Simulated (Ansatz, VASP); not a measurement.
## Two plane-wave programs on Ga3As3CO

Contents of INCAR:

```
ALGO = Normal ; DIPOL = 0.5 0.5 0.323
EDIFF = 1E-6 ; ENCUT = 520
GGA = PE ; GGA_COMPAT = F
IDIPOL = 3 ; ISIF = 2
ISMEAR = 0 ; IVDW = 12
LASPH = T ; LCHARG = F
LDIPOL = T ; LREAL = F
LWAVE = F ; NBANDS = 57
NELM = 120 ; NELMDL = -8
PREC = Accurate ; SIGMA = 0.05
```

Contents of KPOINTS:

```
k-points
0
Gamma
  7 5 1
```

POSCAR

```
Ga3As3CO
1.0
    4.0137031111      0.0000000000      0.0000000000
    0.0000000000      5.6762333751      0.0000000000
    0.0000000000      0.0000000000     23.3352699083
Ga As O C
3 3 1 1
Direct
    0.5000000000      0.5000000000      0.1714143447
    0.0000000000      0.0653835255      0.2680035048
    0.5000000000      0.4894639609      0.3228546357
    0.0000000000      0.2500000000      0.1714143447
    0.5000000000      0.8102208698      0.2504948966
    0.0000000000      0.2887573198      0.3593388866
    0.0000000000      0.6220906532      0.4964703624
    0.0000000000      0.6220906532      0.5457519865
```

Input for Ansatz:

```yaml
crystal:
  lattice:
    - [4.0137031111, 0.0, 0.0]
    - [0.0, 5.6762333751, 0.0]
    - [0.0, 0.0, 23.3352699083]
  atoms:
    - { symbol: Ga, position: [0.5, 0.5, 0.1714143447] }
    - { symbol: As, position: [0.0, 0.25, 0.1714143447] }
    - { symbol: Ga, position: [0.0, 0.0653835255, 0.2680035048] }
    - { symbol: As, position: [0.5, 0.8102208698, 0.2504948966] }
    - { symbol: Ga, position: [0.5, 0.4894639609, 0.3228546357] }
    - { symbol: As, position: [0.0, 0.2887573198, 0.3593388866] }
    - { symbol: O, position: [0.0, 0.6220906532, 0.4964703624] }
    - { symbol: C, position: [0.0, 0.6220906532, 0.5457519865] }
basis:
  ecutwfc: 420
kpoints:
  mp_grid: { grid: [7, 5, 1] }
hamiltonian:
  xc: pbe
  pseudopotentials: { kind: paw, azcp: { folder: soft_1 } }
  dispersion: d3bj
scf:
  occupations: { method: gaussian, width: 0.05 }
output:
  forces: true
  eigenvalues: true
efield:
  axis: 3
  dipole_correction: true
  ramp_width: 0.04
```

Alike in both runs: task single point; functional PBE; dispersion D3(BJ); k mesh 7 × 5 × 1; occupations gaussian, width 0.05 eV; no spin polarisation.

|  | VASP | Ansatz |
| --- | --- | --- |
| version | VASP 6.6.1 | Ansatz 0.2.0 |
| potentials or method | VASP PAW PBE potentials, release 64 (Ga_d, As_d, O, C), cutoff 520 eV | scalar-relativistic, plane waves, PAW |
| valence electrons in the cell | 94 | 94 |

Ansatz gave:

| Property | Result |
| --- | --- |
| gap on the k mesh at the Fermi level (eV) | 0.41 |
| least direct gap on the mesh (eV) | 0.75 |
| rms of the force components (eV/Å) | 0.543 |

Problem. What did VASP give for the same quantities?

Solution. gap on the k mesh at the Fermi level (eV): 0.40; least direct gap on the mesh (eV): 0.75; rms of the force components (eV/Å): 0.378.

One of these differences is far larger than is usual between the two programs; its cause wasn't traced.

Noted on VASP's run: the standard files for N, O and F lose accuracy on very short bonds.
